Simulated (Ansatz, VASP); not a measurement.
One calculation of MnAs, two programs

INCAR

```
SYSTEM = MnAs
PREC     = Accurate       ! precision mode
ENCUT    = 520            ! plane-wave cutoff, eV
EDIFF    = 1E-6           ! SCF threshold, eV
ISMEAR   = 1              ! smearing method
SIGMA    = 0.02           ! smearing width, eV
LREAL    = .FALSE.        ! projectors in reciprocal space
LASPH    = .TRUE.         ! aspherical terms in the spheres
NELM     = 150            ! most SCF steps
ALGO     = Normal         ! electronic algorithm
ISIF     = 2              ! what is computed and relaxed
LWAVE    = .FALSE.        ! write WAVECAR
LCHARG   = .TRUE.         ! write CHGCAR
ISPIN    = 2              ! spin polarisation
MAGMOM   = 2.8 2.8 0 0    ! initial moments
LORBIT   = 11             ! projections on sites
LMAXMIX  = 4              ! l up to which the mixer works
GGA      = PE             ! functional
LELF     = .TRUE.         ! ELF
LVHAR    = .TRUE.       
NBANDS   = 30             ! bands
```

Contents of KPOINTS:

```
regular mesh
0
G
  11 11 6
  0 0 0
```

The input POSCAR:

```
MnAs
1.0
    3.7100000000      0.0000000000      0.0000000000
   -1.8550000000      3.2129542500      0.0000000000
    0.0000000000      0.0000000000      5.6910000000
Mn As
2 2
Direct
    0.0000000000      0.0000000000      0.0000000000
    0.0000000000      0.0000000000      0.5000000000
    0.3333333333      0.6666666667      0.2500000000
    0.6666666667      0.3333333333      0.7500000000
```

Input for Ansatz:

```yaml
crystal:
  lattice:
    - [3.71, 0.0, 0.0]
    - [-1.855, 3.21295425, 0.0]
    - [0.0, 0.0, 5.691]
  atoms:
    - { symbol: Mn, position: [0.0, 0.0, 0.0], spin: 2.8 }
    - { symbol: Mn, position: [0.0, 0.0, 0.5], spin: 2.8 }
    - { symbol: As, position: [0.3333333333333333, 0.6666666666666666, 0.25] }
    - { symbol: As, position: [0.6666666666666666, 0.3333333333333333, 0.75] }
accuracy: low
basis:
  ecutwfc: 520.0
kpoints:
  mp_grid:
    grid: [11, 11, 6]
hamiltonian:
  xc: pbe
magnetization:
  spin_polarized: true
scf:
  convergence:
    dr2_threshold: 1.0e-08
  mixing:
    algorithm: anderson
    preconditioner: none
  occupations:
    method: cold
    width: 0.02
  eigensolver:
    kind: auto
    full_accuracy: true
```

Alike in both runs: task single point; functional PBE; k mesh 11 × 11 × 6; collinear spin.

```csv
,VASP,Ansatz
version,VASP 6.6.1,Ansatz 0.2.0
potentials or method,"VASP PAW PBE potentials, release 64 (Mn_pv, As), cutoff 520 eV","plane waves, PAW"
occupations,"methfessel-paxton of order 1, width 0.02 eV","cold, width 0.02 eV"
valence electrons in the cell,36,60
```

Ansatz gave:

| Property | Result |
| --- | --- |
| net moment per atom (μB) | 1.59 |
| size of the moment on the site where the two differ most (μB) | 3.18 |

Problem. Estimate VASP's values.

Solution. net moment per atom (μB): 1.58; size of the moment on the site where the two differ most (μB): 3.22.

Site moments also hang on the region over which each program counts them. VASP's potentials hold 36 valence electrons a cell and Ansatz's 60, so a difference there can come from the potentials and not from the codes. Ansatz's warnings: stability check not made.
